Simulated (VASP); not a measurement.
Wanted: the native input for a VASP 6.6.1 run.

```
Task                   : single point
Functional             : PBE
Potentials or basis    : VASP PAW PBE potentials, release 64 (Nd_3, Au), 4f in core
Cutoff                 : 500 eV
k mesh                 : 6 × 6 × 2
Occupations            : gaussian, width 0.1 eV
Spin                   : no spin polarisation
Dipole correction      : no
Further INCAR settings : ALGO = Normal; EDIFF = 1e-06; NBANDS = 30
```

The structure of Nd3Au lies in POSCAR:

```
Nd3Au
1.0
    3.8794666413     -0.0000000033      0.0000000000
   -1.9397333178      3.3597166662      0.0000000000
    0.0000000000      0.0000000000     10.1245103790
Nd Au
3 1
Direct
    0.0000000000      0.0000000000      0.0000000000
    0.6666666667      0.3333333333      0.7042162304
    0.6666666667      0.3333333333      0.2957837696
    0.0000000000      0.0000000000      0.5000000000
```

The cell was generated, and may not be a known phase.

These files were run (other wordings do the same):

INCAR

```
SYSTEM = Nd3Au
ALGO = Normal ; EDIFF = 1E-6
ENCUT = 500 ; GGA = PE
GGA_COMPAT = .False. ; ISIF = 2
ISMEAR = 0 ; LASPH = .True.
LCHARG = .False. ; LMAXMIX = 6
LREAL = .False. ; LWAVE = .False.
NBANDS = 30 ; NELM = 200
PREC = Accurate ; SIGMA = 0.1
```

KPOINTS

```
k-points
0
Gamma
  6 6 2
  0 0 0
```

Potentials or basis: VASP PAW PBE potentials, release 64 (Nd_3, Au), 4f in core.

The run is started by

```bash
$ cat potpaw_PBE.64/Nd_3/POTCAR potpaw_PBE.64/Au/POTCAR > POTCAR
$ mpirun -np 1 vasp_std > vasp.out
```

It gave:

* Pressure: 0.1 GPa
* Largest force: 0.028 eV/Å
* Band gap on the k mesh: zero (bands 22 and 23 overlap by 1.20 eV)

Caveat: spin-orbit coupling is left out, which moves the levels of the heavy elements; the 4f electrons are frozen in the core, so they carry no moment and show no levels.

Run time: 74 s on 1 thread of AMD EPYC 7R43 64-Core Processor (Zen 3), with other jobs on the host, peak memory 0.21 GiB.
